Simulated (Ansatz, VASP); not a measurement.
**SnO2 in VASP and in Ansatz**

```xyz
12
Lattice="0.0000 4.7592 -3.2013 0.0000 -4.7592 -3.2013 -4.7592 0.0000 3.2013" Properties=species:S:1:pos:R:3 pbc="T T T"
Sn   -2.3796   -2.3796   -1.6006
Sn   -2.3796    2.3796   -1.6006
Sn    0.0000    0.0000    0.0000
Sn    0.0000    0.0000   -3.2013
O    -3.8356   -0.9236   -1.6006
O    -3.8356   -0.9236    1.6006
O    -0.9236    0.9236   -4.8019
O    -0.9236    0.9236   -1.6006
O    -3.3032    1.4560    0.0000
O    -3.3032   -3.3032    0.0000
O    -1.4560   -1.4560   -3.2013
O    -1.4560   -1.4560    0.0000
```

Alike in both runs: functional r2SCAN; k mesh 6 × 6 × 6; occupations gaussian, width 0.02 eV; no spin polarisation.

Ansatz relaxed the structure, and its values are those at the end. VASP's run is a single point on that final structure, the one shown.

```csv
,VASP,Ansatz
version,VASP 6.6.1,Ansatz 0.2.0
potentials or method,"VASP PAW PBE potentials, release 64 (Sn_d, O), cutoff 520 eV","scalar-relativistic, plane waves, PAW"
valence electrons in the cell,104,104
```

Ansatz gave:

```
gap on the k mesh at the Fermi level (eV) : 1.77
least direct gap on the mesh (eV)         : 1.77
pressure (GPa)                            : 0.0
rms of the force components (eV/Å)        : 0.002
```

Question: Estimate VASP's values.

Answer: gap on the k mesh at the Fermi level (eV): 1.80; least direct gap on the mesh (eV): 1.80; pressure (GPa): 1.1; rms of the force components (eV/Å): 0.015.

VASP's potentials were made for PBE, not for r2SCAN.
